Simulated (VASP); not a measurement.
Write the native input for VASP 6.6.1 that does the following.

* Task: single point
* Functional: PBE
* Dispersion: D3(BJ)
* Potentials or basis: VASP PAW PBE potentials, release 64 (Pt, S)
* Cutoff: 500 eV
* k mesh: 12 × 12 × 8
* Occupations: gaussian, width 0.01 eV
* Spin: non-collinear spin, zero start, spin-orbit coupling
* Starting moments: [[0.0, 0.0, 0.0], [0.0, 0.0, 0.0], [0.0, 0.0, 0.0]] μB
* Dipole correction: no
* Further INCAR settings: ALGO = Normal; EDIFF = 1e-06; NBANDS = 35

The structure of PtS2 lies in POSCAR:

```
PtS2
1.0
    3.5830653997      0.0000000000      0.0000000000
   -1.7915326998      3.1030256596      0.0000000000
    0.0000000000      0.0000000000      4.6639927029
Pt S
1 2
Direct
    0.0000000000      0.0000000000      0.0000000000
    0.3333333333      0.6666666667      0.2586282044
    0.6666666667      0.3333333333      0.7413717956
```

The input as run:

INCAR

```
SYSTEM = PtS2
PREC     = Accurate       ! precision mode
ENCUT    = 500            ! plane-wave cutoff, eV
EDIFF    = 1E-6           ! SCF threshold, eV
ISMEAR   = 0              ! smearing method
SIGMA    = 0.01           ! smearing width, eV
LREAL    = .FALSE.        ! projectors in reciprocal space
LASPH    = .TRUE.         ! aspherical terms in the spheres
NELM     = 200            ! most SCF steps
ALGO     = Normal         ! electronic algorithm
ISIF     = 2              ! what is computed and relaxed
LWAVE    = .FALSE.        ! write WAVECAR
LCHARG   = .FALSE.        ! write CHGCAR
MAGMOM   = 0 0 0 0 0 0 0 0 0 ! initial moments
LORBIT   = 11             ! projections on sites
LSORBIT  = .TRUE.         ! spin-orbit coupling
GGA_COMPAT= .FALSE.      
LORBMOM  = .TRUE.       
LMAXMIX  = 4              ! l up to which the mixer works
GGA      = PE             ! functional
IVDW     = 12             ! dispersion correction
NBANDS   = 35             ! bands
```

KPOINTS

```
Automatic mesh
0
G
  12 12 8
  0 0 0
```

Potentials or basis: VASP PAW PBE potentials, release 64 (Pt, S).

The run is started by

```bash
$ cat potpaw_PBE.64/Pt/POTCAR potpaw_PBE.64/S/POTCAR > POTCAR
$ mpirun -np 1 vasp_ncl > vasp.out
```

Results of the run:

| Property | Result |
| --- | --- |
| Pressure | -0.2 GPa |
| Largest force | 0.011 eV/Å |
| Net moment | 0.00 μB per cell |
| Valence electrons inside the program's atomic spheres | Pt 9.44; S 3.63 |
| Dispersion energy per atom | -0.451 eV |

Run time: 8.5 min on 1 thread of Oxide Virtual Turin-like Processor, with other jobs on the host, peak memory 0.47 GiB.
